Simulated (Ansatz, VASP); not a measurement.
# One calculation of SiC, two programs

INCAR

```
SYSTEM = SiC
ALGO = Normal ; EDIFF = 1E-7
EDIFFG = -0.01 ; ENCUT = 600
GGA = RP ; IBRION = 2
ISIF = 3 ; ISMEAR = -1
LASPH = .True. ; LCHARG = .False.
LREAL = .False. ; LWAVE = .False.
NELM = 60 ; NSW = 60
PREC = Accurate ; SIGMA = 0.05
```

KPOINTS

```
k-points
0
Gamma
  10 10 5
  0 0 0
```

POSCAR

```
SiC
1.0
    3.0760000000      0.0000000000      0.0000000000
   -1.5380000000      2.6638941420      0.0000000000
    0.0000000000      0.0000000000      5.0480000000
Si C
2 2
Direct
    0.6666666667      0.3333333333      0.5000000000
    0.3333333333      0.6666666667      0.0000000000
    0.6666666667      0.3333333333      0.8850000000
    0.3333333333      0.6666666667      0.3850000000
```

File input.yaml:

```yaml
crystal:
  lattice:
    - [3.076, 0.0, 0.0]
    - [-1.538, 2.663894142, 0.0]
    - [0.0, 0.0, 5.048]
  atoms:
    - { symbol: Si, position: [0.6666666667, 0.3333333333, 0.5] }
    - { symbol: Si, position: [0.3333333333, 0.6666666667, 0.0] }
    - { symbol: C, position: [0.6666666667, 0.3333333333, 0.885] }
    - { symbol: C, position: [0.3333333333, 0.6666666667, 0.385] }
hamiltonian:
  xc: rpbe
  pseudopotentials: { kind: paw }
kpoints:
  mp_grid: { grid: [10, 10, 5] }
scf:
  occupations: { method: fermi_dirac, width: 0.05 }
output:
  forces: true
  stress: true
relax:
  f_tol: 0.01
  max_steps: 40
  cell: { stress_tol: 0.05 }
```

Alike in both runs: task relaxation of cell and atoms; functional RPBE; k mesh 10 × 10 × 5; occupations fermi-dirac, width 0.05 eV; no spin polarisation.

|  | VASP | Ansatz |
| --- | --- | --- |
| version | VASP 6.6.1 | Ansatz 0.2.0 |
| potentials or method | VASP PAW PBE potentials, release 64 (Si, C) | Ansatz PAW |
| plane-wave cutoff (eV) | 600 | 420 |
| valence electrons in the cell | 16 | 16 |

|  | VASP | Ansatz | Ansatz less VASP |
| --- | --- | --- | --- |
| relaxed volume (Å³/atom) | 10.62 | 10.66 | +0.038 |
| relaxed cell length with the largest relative difference (Å) | 5.093 | 5.099 | +0.0062 |

VASP's potentials were made for PBE, not for RPBE.

Noted on Ansatz's run: odd divisions of the mesh miss points on the zone boundary, where band edges often lie, so the gap on the mesh can be too wide; the plane-wave basis is chosen anew once the cell has moved, so the energies of steps on either side of that aren't comparable.
